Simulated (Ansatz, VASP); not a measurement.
# One calculation of Si8O, two programs

```
Si O
1.0
     3.81552    0.00000    0.00000
     0.00000    6.31294    0.00000
     0.00000    0.00000   21.33187
Si O
8 1
Cartesian
  0.0000 5.9146 4.0000
  0.0000 3.5548 4.0000
  1.9078 2.7581 5.1014
  1.9078 0.3983 5.1014
  1.9078 5.8917 7.3178
  1.9078 3.5778 7.3178
  0.0000 2.6933 8.2319
  0.0000 0.4632 8.2319
  1.9078 6.9019 10.4319
```

Alike in both runs: task single point; functional PBE; dispersion D3(BJ); k mesh 7 × 4 × 1; occupations gaussian, width 0.05 eV; collinear spin.

```csv
,VASP,Ansatz
version,VASP 6.6.1,Ansatz 0.2.0
potentials or method,"VASP PAW PBE potentials, release 64 (Si, O), cutoff 520 eV","scalar-relativistic, plane waves, PAW"
valence electrons in the cell,38,38
```

VASP gave:

* gap on the k mesh at the Fermi level (eV): none
* rms of the force components (eV/Å): 0.478
* net moment per atom (μB): 0.17
* size of the moment on the site where the two differ most (μB): 1.08

Which values does Ansatz return?

gap on the k mesh at the Fermi level (eV): none; rms of the force components (eV/Å): 0.450; net moment per atom (μB): 0.15; size of the moment on the site where the two differ most (μB): 1.42.

Site moments also hang on the region over which each program counts them. Atom by atom the forces differ by 0.061 eV/Å (rms over components). A gap of «none» marks a metal or a gap that the smearing closes. Ansatz's warnings: stability check not made.
